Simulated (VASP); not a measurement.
# H (P4/mmm) in VASP: further runs

The runs below take H through single point, with LDA.

All numbers are computed with VASP 6.6.1; they aren't measurements. Logs are shortened: lines on timing, memory, paths and dates and some standing lists are left out, and cuts for length are marked.

## Step 1: The cell of the first run

Symmetry: P4/mmm, No. 123, tetragonal system. The conventional cell has a = 2.716 Å, b = 2.716 Å, c = 1.005 Å, α = 90.00°, β = 90.00°, γ = 90.00°. H (site symmetry 4/mmm) has 2 H at 1.01 Å within 1.4 Å.

## Step 2: Single point, LDA (strain +0.025 along x and y, +0.025 along z)

File INCAR:

```
PREC     = Accurate       # precision mode
ENCUT    = 520            # plane-wave cutoff, eV
EDIFF    = 1E-6           # SCF threshold, eV
ISMEAR   = 0              # smearing method
SIGMA    = 0.05           # smearing width, eV
LREAL    = False          # projectors in reciprocal space
LASPH    = True           # aspherical terms in the spheres
NELM     = 100            # most SCF steps
ALGO     = Normal         # electronic algorithm
ISIF     = 2              # what is computed and relaxed
LWAVE    = False          # write WAVECAR
LCHARG   = False          # write CHGCAR
GGA      = CA             # functional
NBANDS   = 6              # bands
```

File KPOINTS:

```
regular mesh
0
Gamma
  10 10 26
```

File POSCAR:

```
H
1.0
    2.7158797074      0.0000000000      0.0000000000
    0.0000000000      2.7158797074      0.0000000000
    0.0000000000      0.0000000000      1.0050052430
H
1
Direct
    0.0000000000      0.0000000000      0.5000000000
```

Potentials or basis: VASP PAW LDA potentials, release 64 (H).

The run is started by

```
$ cat potpaw_LDA.64/H/POTCAR > POTCAR
$ mpirun -np 1 vasp_std > vasp.out
```

OUTCAR:

```text
PREC = Accurate
   ENCUT = 520
   EDIFF = 1E-6
   ISMEAR = 0
   LREAL = False
   LASPH = True
   NELM = 100
   ISIF = 2
   GGA = CA

 ion  position               nearest neighbor table
   1  0.000  0.000  0.500-

  LATTYP: Found a simple tetragonal cell.
 ALAT       =     2.7158797074
 C/A-ratio  =     0.3700477750

  Lattice vectors:

 A1 = (   2.7158797074,   0.0000000000,   0.0000000000)
 A2 = (   0.0000000000,   2.7158797074,   0.0000000000)
 A3 = (   0.0000000000,   0.0000000000,   1.0050052430)

Analysis of symmetry for initial positions (statically):
=====================================================================
 Subroutine PRICEL returns:
 Original cell was already a primitive cell.

 Routine SETGRP: Setting up the symmetry group for a
 simple tetragonal supercell.

 Subroutine GETGRP returns: Found 16 space group operations
 (whereof 16 operations were pure point group operations)
 out of a pool of 16 trial point group operations.

The static configuration has the point symmetry D_4h.

Analysis of symmetry for dynamics (positions and initial velocities):
=====================================================================
 Subroutine PRICEL returns:
 Original cell was already a primitive cell.

 Routine SETGRP: Setting up the symmetry group for a
 simple tetragonal supercell.

 Subroutine GETGRP returns: Found 16 space group operations
 (whereof 16 operations were pure point group operations)
 out of a pool of 16 trial point group operations.

The dynamic configuration has the point symmetry D_4h.

 Subroutine INISYM returns: Found 16 space group operations
 (whereof 16 operations are pure point group operations),
 and found     1 'primitive' translations

----------------------------------------------------------------------------------------

                                     Primitive cell

  volume of cell :       7.4129

  direct lattice vectors                    reciprocal lattice vectors
     2.715879707  0.000000000  0.000000000     0.368204820  0.000000000  0.000000000
     0.000000000  2.715879707  0.000000000     0.000000000  0.368204820  0.000000000
     0.000000000  0.000000000  1.005005243     0.000000000  0.000000000  0.995019685

  length of vectors
     2.715879707  2.715879707  1.005005243     0.368204820  0.368204820  0.995019685

  position of ions in fractional coordinates (direct lattice)
     0.000000000  0.000000000  0.500000000

  ion indices of the primitive-cell ions
   primitive index   ion index
                 1           1

----------------------------------------------------------------------------------------

 KPOINTS: regular mesh

Automatic generation of k-mesh.
 Grid dimensions read from file:
 generate k-points for:   10   10   26

 Generating k-lattice:

  Cartesian coordinates                     Fractional coordinates (reciprocal lattice)
     0.036820482  0.000000000  0.000000000     0.100000000  0.000000000  0.000000000
     0.000000000  0.036820482  0.000000000     0.000000000  0.100000000  0.000000000
     0.000000000  0.000000000  0.038269988     0.000000000  0.000000000  0.038461538

  Length of vectors
     0.036820482  0.036820482  0.038269988

  Shift w.r.t. Gamma in fractional coordinates (k-lattice)
     0.000000000  0.000000000  0.000000000

 Subroutine IBZKPT returns following result:
 ===========================================

 Found    294 irreducible k-points:

 Following reciprocal coordinates:
            Coordinates               Weight
  0.000000  0.000000  0.000000      1.000000
  0.100000  0.000000  0.000000      4.000000
  0.200000  0.000000  0.000000      4.000000
  0.300000  0.000000  0.000000      4.000000
  0.400000  0.000000  0.000000      4.000000
  0.500000  0.000000  0.000000      2.000000
[... 16 lines left out ...]
  0.100000  0.000000  0.038462      8.000000
  0.200000  0.000000  0.038462      8.000000
 [... further k-points ...]
   k-points           NKPTS =    294   k-points in BZ     NKDIM =    294   number of bands    NBANDS=      6
   number of dos      NEDOS =    301   number of ions     NIONS =      1
   total plane-waves  NPLWV =   3200
   dimension x,y,z NGX =    20 NGY =   20 NGZ =    8
   dimension x,y,z NGXF=    40 NGYF=   40 NGZF=   16
   ions per type =               1
   NGX,Y,Z   is equivalent  to a cutoff of  12.24, 12.24, 13.23 a.u.
   NGXF,Y,Z  is equivalent  to a cutoff of  24.49, 24.49, 26.47 a.u.
 SYSTEM =  unknown system
   PREC   = accura    normal or accurate (medium, high low for compatibility)
   ISTART =      0    job   : 0-new  1-cont  2-samecut
   ICHARG =      2    charge: 1-file 2-atom 10-const
   ISPIN  =      1    spin polarized calculation?
   LNONCOLLINEAR =      F non collinear calculations
   LSORBIT =      F    spin-orbit coupling
   LASPH  =      T    aspherical Exc in radial PAW
   ENCUT  =  520.0 eV  38.22 Ry    6.18 a.u.   5.05  5.05  1.87*2*pi/ulx,y,z
   NELM   =    100;   NELMIN=  2; NELMDL= -5     # of ELM steps
   EDIFF  = 0.1E-05   stopping-criterion for ELM
   LREAL  =      F    real-space projection
   EDIFFG = 0.1E-04   stopping-criterion for IOM
   NSW    =      0    number of steps for IOM
   IBRION =     -1    ionic relax: 0-MD 1-quasi-New 2-CG
   NFREE  =      0    steps in history (QN), initial steepest desc. (CG)
   ISIF   =      2    stress and relaxation
   ISYM   =      2    0-nonsym 1-usesym 2-fastsym
   POTIM  = 0.5000    time-step for ionic-motion
   TEBEG  =    0.0;   TEEND  =   0.0 temperature during run
   PSTRESS=    0.0 pullay stress
   NELECT =       1.0000    total number of electrons
   NUPDOWN=      -1.0000    fix difference up-down
   EMIN   =  10.00;   EMAX   =-10.00  energy-range for DOS
   EFERMI =   0.00;   METHOD = LEGACY
   ISMEAR =     0;   SIGMA  =   0.05  broadening in eV -4-tet -1-fermi 0-gaus
   EFERMI_NEDOS =   21; number of points for ismear=-14 and -15
   IALGO  =     38    algorithm
   IMIX   =      4    mixing-type and parameters
     AMIX     =   0.40;   BMIX     =  1.00
     AMIX_MAG =   1.60;   BMIX_MAG =  1.00
  volume/ion in A,a.u.               =       7.41        50.02
  Fermi-wavevector in a.u.,A,eV,Ry     =   0.839611  1.586636  9.591392  0.704947
  Thomas-Fermi vector in A             =   1.953858
   LORBIT       =      0    0 simple, 1 ext, 2 COOP (PROOUT), +10 PAW based schemes
   GGA     = CA    functional components
   LHFCALC =     F    Hartree Fock is set to
   AEXX    =    0.0000 exact exchange contribution
   IVDW    =     0    specifies the selected vdW correction
   LEPSILON=     F    determine dielectric tensor
   LRPA    =     F    only Hartree local field effects (RPA)
 non-spin polarized calculation
 Gauss-broadening in eV      SIGMA  =   0.05
  energy-cutoff  :      520.00
  volume of cell :        7.41
 maximum number of plane-waves:       216
   NGX = 11   NGY = 11   NGZ =  3

 number of electron       1.0000000 magnetization

 Free energy of the ion-electron system (eV)
  ---------------------------------------------------
  ext. energy  EPLUGINS =         0.00000000
  ---------------------------------------------------
  free energy    TOTEN  =        -3.13444615 eV

  energy without entropy =       -3.13444615  energy(sigma->0) =       -3.13444615

 E-fermi :  -1.8498     XC(G=0):  -7.2036

 val. band max:       -2.0067343730   @ k =   0.5000   0.5000   0.2308
 cond. band min:      -1.6928320379   @ k =   0.0000   0.0000   0.2692
 fundamental gap:      0.3139023351
 Fermi energy:        -1.8498343250

 k-point     1 :       0.0000    0.0000    0.0000
  band No.  band energies     occupation
      1     -12.3645      2.00000
      2       7.1485      0.00000
      3      12.9815      0.00000
      4      12.9815      0.00000
      5      15.5952      0.00000
      6      32.3442      0.00000

 k-point     2 :       0.1000    0.0000    0.0000
  band No.  band energies     occupation
      1     -12.2526      2.00000
      2       6.2617      0.00000
      3      12.2718      0.00000
      4      13.1597      0.00000
      5      17.8356      0.00000
      6      29.3788      0.00000

 k-point     3 :       0.2000    0.0000    0.0000
  band No.  band energies     occupation
      1     -11.9414      2.00000
      2       4.2999      0.00000
      3      12.1503      0.00000
      4      13.6812      0.00000
      5      21.8468      0.00000
      6      26.2024      0.00000

 k-point     4 :       0.3000    0.0000    0.0000
  band No.  band energies     occupation
      1     -11.5109      2.00000
      2       2.3346      0.00000
      3      12.6153      0.00000
      4      14.4939      0.00000
      5      23.5094      0.00000
      6      24.2829      0.00000

 k-point     5 :       0.4000    0.0000    0.0000
  band No.  band energies     occupation
      1     -11.1124      2.00000
      2       0.9342      0.00000
      3      13.2364      0.00000
      4      15.4236      0.00000
      5      21.6379      0.00000
      6      22.1418      0.00000

 k-point     6 :       0.5000    0.0000    0.0000
  band No.  band energies     occupation
      1     -10.9445      2.00000
      2       0.4231      0.00000
      3      13.5462      0.00000
      4      15.9237      0.00000
      5      20.9121      0.00000
      6      21.2381      0.00000

 k-point     7 :       0.1000    0.1000    0.0000
  band No.  band energies     occupation
      1     -12.1424      2.00000
      2       5.8008      0.00000
      3      10.4579      0.00000
      4      15.1877      0.00000
      5      18.9029      0.00000
      6      26.1359      0.00000

 k-point     8 :       0.2000    0.1000    0.0000
  band No.  band energies     occupation
      1     -11.8344      2.00000
      2       4.3004      0.00000
      3       9.7350      0.00000
      4      16.5050      0.00000
      5      22.2174      0.00000
      6      22.9268      0.00000
[... 91 lines left out ...]
 k-point    19 :       0.4000    0.4000    0.0000
  band No.  band energies     occupation
      1     -10.0742      2.00000
      2       3.3047      0.00000
      3       4.5448      0.00000
      4       9.4958      0.00000
      5      30.7450      0.00000
      6      35.9013      0.00000

 k-point    20 :       0.5000    0.4000    0.0000
  band No.  band energies     occupation
      1      -9.9428      2.00000
      2       3.3308      0.00000
      3       4.6488      0.00000
      4       8.4502      0.00000
      5      32.1410      0.00000
      6      39.3120      0.00000

 k-point    21 :       0.5000    0.5000    0.0000
  band No.  band energies     occupation
      1      -9.8164      2.00000
      2       4.1440      0.00000
      3       4.1440      0.00000
      4       7.2316      0.00000
      5      34.6528      0.00000
      6      40.4729      0.00000

 k-point    22 :       0.0000    0.0000    0.0385
  band No.  band energies     occupation
      1     -12.1460      2.00000
      2       7.3670      0.00000
      3      13.2019      0.00000
      4      13.2019      0.00000
      5      15.8155      0.00000
      6      32.5630      0.00000

 k-point    23 :       0.1000    0.0000    0.0385
  band No.  band energies     occupation
      1     -12.0343      2.00000
      2       6.4806      0.00000
      3      12.4917      0.00000
      4      13.3800      0.00000
      5      18.0559      0.00000
      6      29.5984      0.00000

 k-point    24 :       0.2000    0.0000    0.0385
  band No.  band energies     occupation
      1     -11.7233      2.00000
      2       4.5193      0.00000
      3      12.3697      0.00000
      4      13.9016      0.00000
      5      22.0668      0.00000
      6      26.4221      0.00000

 [... further k-points ...]
[... 5 lines left out ...]
  --------------------------------------------------------------------------------------
  -------------------------------------------------------------------------------------
  Total       -0.0114051     -0.0114051     -0.1565629      0.0000000      0.0000000      0.0000000
  in kB       -2.4650111     -2.4650111    -33.8384260      0.0000000      0.0000000      0.0000000
  external PRESSURE =     -12.9228161 kB  Pullay stress =       0.0000000 kB

 VOLUME and BASIS-vectors are now :
 -----------------------------------------------------------------------------
  energy-cutoff  :      520.00
  volume of cell :        7.41
      direct lattice vectors                 reciprocal lattice vectors
     2.715879707  0.000000000  0.000000000     0.368204820  0.000000000  0.000000000
     0.000000000  2.715879707  0.000000000     0.000000000  0.368204820  0.000000000
     0.000000000  0.000000000  1.005005243     0.000000000  0.000000000  0.995019685

 POSITION                                       TOTAL-FORCE (eV/Angst)
 -----------------------------------------------------------------------------------
      0.00000      0.00000      0.50250         0.000000      0.000000      0.000000
 -----------------------------------------------------------------------------------
    total drift:                               -0.000000      0.000000      0.000000

  FREE ENERGIE OF THE ION-ELECTRON SYSTEM (eV)
  ---------------------------------------------------
  free  energy   TOTEN  =        -3.1344461480 eV

  energy  without entropy=       -3.1344461457  energy(sigma->0) =       -3.13444615
```

Wall time 6.8 s (1 thread of Intel Xeon Platinum 8259CL at 2.50GHz (Skylake/Cascade Lake), shared host); peak memory 0.11 GiB.

What came out:

```yaml
Free_energy: -3.1344 eV
Pressure: -1.3 GPa
```

Stress tensor (GPa, compression positive):
```
-0.25  0.00  0.00
 0.00 -0.25  0.00
 0.00  0.00 -3.38
```

Caveat: the cell differs from its parent crystal (strain +0.025 along x and y, +0.025 along z).

(Continued in part 2 of 2.)
